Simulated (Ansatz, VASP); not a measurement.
Two plane-wave programs on BaH2

Contents of POSCAR:

```
BaH2
1.0
    4.4620250523      0.0000000000      0.0000000000
   -2.2310125262      3.8642270477      0.0000000000
    0.0000000000      0.0000000000      6.0552925900
Ba H
2 4
Direct
    0.6666666700      0.3333333300      0.7500000000
    0.3333333300      0.6666666700      0.2500000000
    0.3333333300      0.6666666700      0.7500000000
    0.6666666700      0.3333333300      0.2500000000
    0.0000000000      0.0000000000      0.5000000000
    0.0000000000      0.0000000000      0.0000000000
```

The input INCAR.step1:

```
SYSTEM = BaH2
ALGO     = Normal         ! electronic algorithm
EDIFF    = 1E-4           ! SCF threshold, eV
ENCUT    = 600            ! plane-wave cutoff, eV
GGA      = PE             ! functional
ISMEAR   = 0              ! smearing method
LASPH    = .TRUE.         ! aspherical terms in the spheres
LCHARG   = .FALSE.        ! write CHGCAR
LREAL    = .FALSE.        ! projectors in reciprocal space
LWAVE    = .TRUE.         ! write WAVECAR
NELM     = 100            ! most SCF steps
PREC     = Accurate       ! precision mode
SIGMA    = 0.02           ! smearing width, eV
```

File INCAR.step2:

```
SYSTEM = BaH2
ALGO     = Normal         ! electronic algorithm
EDIFF    = 1E-6           ! SCF threshold, eV
EDIFFG   = -0.005         ! ionic threshold
ENCUT    = 600            ! plane-wave cutoff, eV
IBRION   = 2              ! ionic algorithm
ISIF     = 3              ! what is computed and relaxed
ISMEAR   = 0              ! smearing method
ISTART   = 1            
LASPH    = .TRUE.         ! aspherical terms in the spheres
LCHARG   = .FALSE.        ! write CHGCAR
LMIXTAU  = .TRUE.       
LREAL    = .FALSE.        ! projectors in reciprocal space
LWAVE    = .FALSE.        ! write WAVECAR
METAGGA  = R2SCAN         ! meta-GGA
NELM     = 100            ! most SCF steps
NSW      = 100            ! ionic steps
PREC     = Accurate       ! precision mode
SIGMA    = 0.02           ! smearing width, eV
```

The input KPOINTS:

```
k-points
0
G
  6 6 6
  0 0 0
```

Input for Ansatz:

```yaml
crystal:
  lattice:
    - [4.4620250523, 0.0, 0.0]
    - [-2.2310125262, 3.8642270477, 0.0]
    - [0.0, 0.0, 6.05529259]
  atoms:
    - { symbol: Ba, position: [0.66666667, 0.33333333, 0.75] }
    - { symbol: Ba, position: [0.33333333, 0.66666667, 0.25] }
    - { symbol: H, position: [0.33333333, 0.66666667, 0.75] }
    - { symbol: H, position: [0.66666667, 0.33333333, 0.25] }
    - { symbol: H, position: [0.0, 0.0, 0.5] }
    - { symbol: H, position: [0.0, 0.0, 0.0] }
basis:
  ecutwfc: 500
kpoints:
  mp_grid: { grid: [6, 6, 6] }
hamiltonian:
  xc: r2scan
scf:
  occupations: { method: gaussian, width: 0.02 }
output:
  forces: true
  stress: true
  eigenvalues: true
relax:
  adjacent_minimum: "off"
  f_tol: 0.005
  max_steps: 80
  cell: { stress_tol: 0.05 }
```

Alike in both runs: task relaxation of cell and atoms; functional r2SCAN; k mesh 6 × 6 × 6; occupations gaussian, width 0.02 eV; no spin polarisation.

|  | VASP | Ansatz |
| --- | --- | --- |
| version | VASP 6.6.1 | Ansatz 0.2.0 |
| potentials or method | VASP PAW PBE potentials, release 64 (Ba_sv, H), cutoff 600 eV | scalar-relativistic, plane waves, PAW |
| valence electrons in the cell | 24 | 24 |

```csv
,VASP,Ansatz,Ansatz less VASP
"gap on the k mesh at the Fermi level, each at its own relaxed structure (eV)",2.13,2.28,+0.149
relaxed volume (Å³/atom),17.40,17.06,-0.340
relaxed length of the cell vector where the two differ most in proportion (Å),6.055,6.000,-0.0549
```

VASP's potentials were made for PBE, not for r2SCAN.

Neither program's run includes spin-orbit coupling. Noted on VASP's run: the relaxation stopped at its first step, so nothing moved.
